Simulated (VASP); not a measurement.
Wanted: the native input for a VASP 6.6.1 run.

```
Task                   : single point
Functional             : RPBE
Potentials or basis    : VASP PAW PBE potentials, release 64 (Ni)
Cutoff                 : 520 eV
k mesh                 : 25 × 25 × 25
Occupations            : fermi-dirac, width 0.1 eV
Spin                   : no spin polarisation
Dipole correction      : no
Further INCAR settings : ALGO = Normal; EDIFF = 1e-06; NBANDS = 11
```

The structure of Ni lies in POSCAR:

```
Ni
1.0
    0.0000000000      1.7000853616      1.7000853616
    1.7000853616      0.0000000000      1.7000853616
    1.7000853616      1.7000853616      0.0000000000
Ni
1
Direct
    0.0000000000      0.0000000000      0.0000000000
```

This cell differs from its parent crystal: volume scaled by 0.88.

These files were run (other wordings do the same):

INCAR

```
SYSTEM = Ni
  PREC = Accurate
  ENCUT = 520
  EDIFF = 1E-6
  ISMEAR = -1
  SIGMA = 0.1
  LREAL = .FALSE.
  LASPH = .TRUE.
  NELM = 60
  ALGO = Normal
  ISIF = 2
  LWAVE = .FALSE.
  LCHARG = .TRUE.
  GGA = RP
  LELF = .TRUE.
  LVHAR = .TRUE.
  NBANDS = 11
```

KPOINTS

```
Automatic mesh
0
G
  25 25 25
  0 0 0
```

Potentials or basis: VASP PAW PBE potentials, release 64 (Ni).

Launch:

```sh
$ cat potpaw_PBE.64/Ni/POTCAR > POTCAR
$ mpirun -np 1 vasp_std > vasp.out
```

It gave:

The pressure is 31.6 GPa. The band gap on the k mesh is zero (band 5 reaches 11.06 eV, above the bottom of band 6 at 9.94 eV).

Caveat: the PAW data sets were made with another functional, which shifts forces and pressure a little; the run has no spin polarisation, though such a crystal can be magnetic.

Wall time 17 s on 1 thread of Intel(R) Xeon(R) 6975P-C (Granite Rapids), with other jobs on the host, peak memory 0.16 GiB.
